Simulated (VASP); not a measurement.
## Cu: single point with PBEsol

Crystal: Cu.

```xyz
1
Lattice="-1.4415 1.4415 1.3749 1.4415 -1.4415 1.3749 1.4415 1.4415 -1.3749" Properties=species:S:1:pos:R:3 pbc="T T T"
Cu    0.0000    0.0000    0.0000
```

```yaml
Program: VASP 6.6.1
Task: single point
Functional: PBEsol
Potentials_or_basis: VASP PAW PBE potentials, release 64 (Cu)
Cutoff: 520 eV
k_mesh: 8 × 8 × 8
Occupations: methfessel-paxton, width 0.1 eV
Spin: no spin polarisation
```

```
Pressure : -0.1 GPa
```

Stress tensor (GPa, compression positive):
```
-0.11  0.00  0.00
 0.00 -0.11  0.00
 0.00  0.00  0.02
```

Levels at points of the mesh, in eV from the Fermi level:
| k point | band 4 | band 5 | band 6 | band 7 | band 8 | band 9 |
| --- | --- | --- | --- | --- | --- | --- |
| (0.00, 0.00, 0.00) | -3.21 | -2.33 | -2.13 | 24.81 | 24.81 | 26.05 |
| (0.50, 0.00, 0.00) | -2.02 | -1.44 | -0.65 | 4.62 | 17.27 | 17.39 |
| (0.50, 0.50, 0.00) | -2.16 | -1.47 | -1.02 | 4.09 | 18.52 | 18.81 |
| (0.50, 0.50, 0.50) | -1.64 | -1.60 | 7.63 | 7.63 | 9.47 | 13.29 |

Wall time 10 s on 1 thread of Intel Xeon 8259CL, with other jobs on the host, peak memory 0.12 GiB.

Caveat: the k points lie up to 0.39 Å⁻¹ apart; the PAW data sets were made with another functional, which shifts forces and pressure a little.
